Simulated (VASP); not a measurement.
## PbO2: single point with PBE

PbO2:

```
CELL_PARAMETERS angstrom
0.00000 5.17575 8.07473
2.58665 0.00000 8.07473
2.58665 5.17575 0.00000
ATOMIC_POSITIONS crystal
Pb 0.56316 0.56316 0.93684
Pb 0.31316 0.31316 0.68684
Pb 0.68684 0.68684 0.31316
Pb 0.93684 0.93684 0.56316
O 0.62500 0.12500 0.62500
O 0.62500 0.62500 0.12500
O 0.62500 0.62500 0.62500
O 0.12500 0.62500 0.62500
O 0.18621 0.81379 0.18621
O 0.81379 0.18621 0.81379
O 0.43621 0.06379 0.43621
O 0.06379 0.43621 0.06379
```

```
Program                : VASP 6.6.1
Task                   : single point
Functional             : PBE
Potentials or basis    : VASP PAW PBE potentials, release 64 (Pb_d, O)
Cutoff                 : 520 eV
k mesh                 : 4 × 4 × 4
Occupations            : gaussian, width 0.1 eV
Spin                   : no spin polarisation
Dipole correction      : no
Further INCAR settings : ALGO = Normal; EDIFF = 1e-06; NBANDS = 64
```

```json
{"Pressure": "80.1 GPa", "Largest force": "7.722 eV/Å", "Band gap on the k mesh": "1.73 eV, direct"}
```

Forces on the atoms (eV/Å):
```
Pb   0.000  0.000 -0.139
Pb   0.000  0.000 -0.139
Pb   0.000  0.000  0.139
Pb   0.000  0.000  0.139
O    0.000  0.000  0.000
O    0.000  0.000  0.000
O    0.000  0.000  0.000
O    0.000  0.000  0.000
O    0.000 -7.722  0.000
O    0.000  7.722  0.000
O    0.000 -7.722  0.000
O    0.000  7.722  0.000
```

Stress tensor (GPa, compression positive):
```
80.66  0.00  0.00
 0.00 80.93  0.00
 0.00  0.00 78.70
```

Levels at points of the mesh, in eV from the valence-band top:
| k point | band 48 | band 49 | band 50 | band 51 | band 52 | band 53 | band 54 | band 55 | band 56 | band 57 |
| --- | --- | --- | --- | --- | --- | --- | --- | --- | --- | --- |
| (0.00, 0.00, 0.00) | -1.18 | -1.04 | -0.04 | -0.03 | 0.00 | 1.73 | 5.15 | 5.21 | 7.64 | 7.83 |
| (0.50, 0.00, 0.00) | -1.17 | -0.91 | -0.79 | -0.57 | -0.54 | 4.02 | 5.04 | 5.05 | 6.50 | 7.52 |
| (0.50, 0.50, 0.00) | -0.89 | -0.74 | -0.74 | -0.35 | -0.35 | 3.07 | 3.07 | 7.25 | 7.25 | 8.17 |
| (0.50, 0.00, 0.50) | -1.16 | -0.86 | -0.86 | -0.42 | -0.42 | 3.84 | 3.84 | 6.66 | 6.66 | 7.21 |
| (0.00, 0.50, 0.50) | -1.47 | -0.52 | -0.52 | -0.40 | -0.40 | 3.90 | 3.90 | 5.95 | 5.95 | 8.33 |

It took 9.8 min on 1 thread of Intel(R) Xeon(R) Platinum 8259CL CPU @ 2.50GHz (Skylake/Cascade Lake), with other jobs on the host, peak memory 0.55 GiB.

Caveat: spin-orbit coupling is left out, which moves the levels of the heavy elements; forces of over 1 eV/Å act on the atoms, so gaps and moduli don't describe the material at rest. A k mesh can miss the band edges.
